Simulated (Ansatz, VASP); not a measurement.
One calculation of In2SiH2, two programs

```xyz
5
Lattice="-2.3254 2.3254 4.1382 2.3254 -2.3254 4.1382 2.3254 2.3254 -4.1382" Properties=species:S:1:pos:R:3 pbc="T T T"
In    0.0000    2.3254    0.4080
In    2.3254    0.0000    0.4080
Si    0.0000    0.0000    7.1182
H     2.3254    0.0000    2.3336
H     0.0000    2.3254    2.3336
```

Alike in both runs: functional PBE; k mesh 3 × 3 × 3; occupations gaussian, width 0.15 eV; no spin polarisation.

Ansatz relaxed the structure, and its values are those at the end. VASP's run is a single point on that final structure, the one shown.

|  | VASP | Ansatz |
| --- | --- | --- |
| version | VASP 6.6.1 | Ansatz 0.2.0 |
| potentials or method | VASP PAW PBE potentials, release 64 (In_d, Si, H), cutoff 500 eV | scalar-relativistic, plane waves, PAW |
| valence electrons in the cell | 32 | 32 |

Ansatz gave:

| Property | Result |
| --- | --- |
| gap on the k mesh at the Fermi level (eV) | none |
| pressure (GPa) | 0.2 |
| rms of the force components (eV/Å) | 0.009 |

Estimate VASP's values.

gap on the k mesh at the Fermi level (eV): none; pressure (GPa): 0.2; rms of the force components (eV/Å): 0.011.

A gap of «none» marks a metal or a gap that the smearing closes.

The k mesh is coarse, so the values compare programs but aren't converged.
